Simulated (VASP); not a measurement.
The system is Nb2B3C.

```
Nb B C
1.0
     4.71067    0.00000    0.00000
    -2.35534    4.07956    0.00000
     0.00000    0.00000    3.36929
Nb B C
2 3 1
Direct
  0.33333 0.66667 0.00000
  0.66667 0.33333 0.00000
  0.50000 0.00000 0.50000
  0.00000 0.50000 0.50000
  0.50000 0.50000 0.50000
  0.00000 0.00000 0.00000
```

The cell was generated, and may not be a known phase.

- Program: VASP 6.6.1
- Task: relaxation of cell and atoms
- Functional: PBE
- Potentials or basis: VASP PAW PBE potentials, release 64 (Nb_sv, B, C)
- Cutoff: 600 eV
- k mesh: 6 × 6 × 6
- Occupations: gaussian, width 0.1 eV
- Spin: no spin polarisation

At the start: pressure 32.1 GPa; volume 10.79 Å³/atom.

Question: Where does the relaxation end?

Answer: Over 12 steps the energy falls by 268.0 meV/atom and the volume is 11.49 Å³/atom (+6.5 %); space group P6/mmm (No. 191, to 0.1 Å) before and after.

Step by step:
```csv
step,energy change (eV),largest force (eV/Å),pressure (GPa),volume (Å³)
1,0.0000,0.0000,32.11,64.75
2,0.0284,0.0000,-22.90,87.05
3,-0.9955,0.0000,-2.37,74.86
4,-0.9962,0.0000,-1.82,74.64
5,-1.1384,0.0000,-2.58,73.91
6,-1.5178,0.0000,-3.77,71.41
7,-0.7136,0.0000,10.03,65.06
8,-1.5887,0.0000,-3.42,70.46
9,-1.5979,0.0000,-2.86,69.88
10,-1.5979,0.0000,-3.04,70.05
11,-1.5310,0.0000,8.99,66.06
12,-1.6082,0.0000,-0.11,68.96
```

Final structure:
```cif
data_structure
_symmetry_space_group_name_H-M 'P 1'
_symmetry_Int_Tables_number 1
_cell_length_a 4.4545
_cell_length_b 4.4545
_cell_length_c 4.0132
_cell_angle_alpha 90.000
_cell_angle_beta 90.000
_cell_angle_gamma 120.000
_cell_volume 68.96
loop_
_atom_site_label
_atom_site_type_symbol
_atom_site_fract_x
_atom_site_fract_y
_atom_site_fract_z
_atom_site_occupancy
Nb1 Nb 0.33333 0.66667 0.00000 1
Nb2 Nb 0.66667 0.33333 0.00000 1
B1 B 0.50000 0.00000 0.50000 1
B2 B 0.00000 0.50000 0.50000 1
B3 B 0.50000 0.50000 0.50000 1
C1 C 0.00000 0.00000 0.00000 1
```

Caveat: a cell axis changed by over 15 % at a fixed basis, so the end point is rough; an odd number of electrons without spin polarisation forces a metal; a magnetic or distorted state may lie lower.
